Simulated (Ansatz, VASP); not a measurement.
# Si in VASP and in Ansatz

```
CELL_PARAMETERS angstrom
-2.26591 2.38419 1.28344
2.26591 -2.38419 1.28344
2.26591 2.38419 -1.28344
ATOMIC_POSITIONS crystal
Si 0.80700 0.55700 0.25000
Si 0.19300 0.44300 0.75000
```

Change from the starting cell: volume scaled by 1.02.

Alike in both runs: task single point; functional PBE; k mesh 16 × 16 × 16; occupations fermi-dirac, width 0.05 eV; no spin polarisation.

|  | VASP | Ansatz |
| --- | --- | --- |
| version | VASP 6.6.1 | Ansatz 0.2.0 |
| potentials or method | VASP PAW PBE potentials, release 64 (Si), cutoff 520 eV | all-electron LAPW, scalar-relativistic |

VASP gave:

| Property | Result |
| --- | --- |
| pressure (GPa) | 12.4 |
| traceless stress, the component that is largest in VASP (GPa) | 1.36 |
| rms of the force components (eV/Å) | 0.010 |

Task: Estimate Ansatz's values.

Result: Pressure (GPa): 12.4; traceless stress, the component that is largest in VASP (GPa): 1.35; rms of the force components (eV/Å): 0.008.

Atom by atom the forces differ by 0.002 eV/Å (rms over components). Ansatz ran all-electron here, and VASP with PAW potentials.
